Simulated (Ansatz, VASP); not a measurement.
## Two plane-wave programs on Cd2Mo

INCAR

```
SYSTEM = Cd2Mo
PREC = Accurate ; ENCUT = 600
EDIFF = 1E-6 ; ISMEAR = 0
SIGMA = 0.1 ; LREAL = .FALSE.
LASPH = .TRUE. ; NELM = 100
ALGO = Fast ; ISIF = 3
LWAVE = .FALSE. ; LCHARG = .FALSE.
GGA = PE ; IBRION = 2
NSW = 100 ; EDIFFG = -0.01
```

File KPOINTS:

```
Automatic mesh
0
G
  12 12 16
  0 0 0
```

POSCAR

```
Cd2Mo
1.0
    4.8924411218      0.0000000000      0.0000000000
   -2.4462205609      4.2369782980      0.0000000000
    0.0000000000      0.0000000000      2.7288294684
Cd Mo
2 1
Direct
    0.3333333333      0.6666666667      0.5000000000
    0.6666666667      0.3333333333      0.5000000000
    0.0000000000      0.0000000000      0.0000000000
```

Input for Ansatz:

```yaml
crystal:
  lattice:
    - [4.8924411218, 0.0, 0.0]
    - [-2.4462205609, 4.236978298, 0.0]
    - [0.0, 0.0, 2.7288294684]
  atoms:
    - { symbol: Cd, position: [0.3333333333, 0.6666666667, 0.5] }
    - { symbol: Cd, position: [0.6666666667, 0.3333333333, 0.5] }
    - { symbol: Mo, position: [0.0, 0.0, 0.0] }
basis:
  ecutwfc: 420
kpoints:
  mp_grid: { grid: [12, 12, 16] }
hamiltonian:
  xc: pbe
scf:
  occupations: { method: gaussian, width: 0.1 }
output:
  forces: true
  stress: true
  eigenvalues: true
relax:
  adjacent_minimum: "off"
  f_tol: 0.01
  max_steps: 80
  cell: { stress_tol: 0.05 }
```

Alike in both runs: task relaxation of cell and atoms; functional PBE; k mesh 12 × 12 × 16; occupations gaussian, width 0.1 eV; no spin polarisation.

|  | VASP | Ansatz |
| --- | --- | --- |
| version | VASP 6.6.1 | Ansatz 0.2.0 |
| potentials or method | VASP PAW PBE potentials, release 64 (Cd, Mo_sv), cutoff 600 eV | scalar-relativistic, plane waves, PAW |
| valence electrons in the cell | 38 | 54 |

Ansatz gave:

```
gap on the k mesh at the Fermi level, each at its own relaxed structure (eV) : none
relaxed volume (Å³/atom)                                                     : 18.86
relaxed length of the cell vector where the two differ most in proportion (Å)              : 4.869
```

Which values does VASP return?

gap on the k mesh at the Fermi level, each at its own relaxed structure (eV): none; relaxed volume (Å³/atom): 18.95; relaxed length of the cell vector where the two differ most in proportion (Å): 4.878.

A gap of «none» marks a metal or a gap that the smearing closes. VASP's potentials hold 38 valence electrons a cell and Ansatz's 54, so a difference there can come from the potentials and not from the codes.
